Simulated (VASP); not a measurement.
Here is a VASP 6.6.1 calculation.

Contents of INCAR:

```
PREC = Accurate ; ENCUT = 520
EDIFF = 1E-6 ; ISMEAR = 0
SIGMA = 0.1 ; LREAL = F
LASPH = T ; NELM = 100
ALGO = Normal ; ISIF = 2
LWAVE = F ; LCHARG = F
GGA = PE ; NBANDS = 13
```

KPOINTS

```
regular mesh
0
Gamma
  4 4 6
```

The input POSCAR:

```
MgH2
1.0
    4.4372955600      0.0000000000      0.0000000000
    0.0000000000      4.4372955600      0.0000000000
    0.0000000000      0.0000000000      3.0452105400
Mg H
2 4
Direct
    0.5000000000      0.0000000000      0.7272319400
    0.0000000000      0.5000000000      0.2272319400
    0.6552929200      0.1977829700      0.8863840300
    0.8022170300      0.6552929200      0.3863840300
    0.3447070800      0.8022170300      0.8863840300
    0.1977829700      0.3447070800      0.3863840300
```

Potentials or basis: VASP PAW PBE potentials, release 64 (Mg, H).

Run with:

```console
$ cat potpaw_PBE.64/Mg/POTCAR potpaw_PBE.64/H/POTCAR > POTCAR
$ mpirun -np 1 vasp_std > vasp.out
```

(1) What does it give for the band gap on the k mesh?

(2) Predict the pressure.

Answers

(1) 3.12 eV, indirect (least direct gap 4.02 eV).

(2) 49.9 GPa.

Caveat: forces of over 1 eV/Å act on the atoms, so gaps and moduli don't describe the material at rest.
